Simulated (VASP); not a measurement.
# MgO (Periclase): single point with PBE

**What was measured.**

“Electronic structure of alkaline earth and post-transition metal oxides”, 2009, arxiv:0908.1581 quotes, for a bulk crystal of MgO: band gap 7.83 eV.

Crystal: MgO (Periclase).

```xyz
2
Lattice="0.0000 2.1275 2.1275 2.1275 0.0000 2.1275 2.1275 2.1275 0.0000" Properties=species:S:1:pos:R:3 pbc="T T T"
Mg    0.0000    0.0000    0.0000
O     2.1275    2.1275    2.1275
```

```
Program                : VASP 6.6.1
Task                   : single point
Functional             : PBE
Potentials or basis    : VASP PAW PBE potentials, release 64 (Mg, O)
Cutoff                 : 600 eV
k mesh                 : 8 × 8 × 8
Occupations            : gaussian, width 0.05 eV
Spin                   : no spin polarisation
Dipole correction      : no
Further INCAR settings : ALGO = Normal; EDIFF = 1e-06; NBANDS = 11
```

* Pressure: -1.2 GPa
* Band gap on the k mesh: 4.44 eV, direct

Levels at points of the mesh, in eV from the valence-band top:
| k point | band 1 | band 2 | band 3 | band 4 | band 5 | band 6 | band 7 | band 8 | band 9 |
| --- | --- | --- | --- | --- | --- | --- | --- | --- | --- |
| (0.00, 0.00, 0.00) | -17.11 | 0.00 | 0.00 | 0.00 | 4.44 | 15.63 | 15.63 | 15.63 | 19.46 |
| (0.50, 0.00, 0.00) | -15.90 | -4.48 | -0.62 | -0.62 | 7.71 | 12.26 | 16.00 | 16.00 | 20.44 |
| (0.50, 0.50, 0.00) | -15.65 | -3.96 | -1.31 | -1.31 | 9.08 | 9.64 | 12.78 | 18.51 | 18.51 |

Run time: 4.7 s on 1 thread of Intel(R) Xeon(R) Platinum 8559C (Emerald Rapids) (shared host), peak memory 0.14 GiB.

Against the measured gap of MgO, 7.83 eV (quoted in “Electronic structure of alkaline earth and post-transition metal oxides”, 2009, arxiv:0908.1581), the calculated 4.44 eV is off by -3.39 eV. The value is that of PBE, without temperature or zero-point motion. Semilocal functionals fall short of measured gaps as a rule.
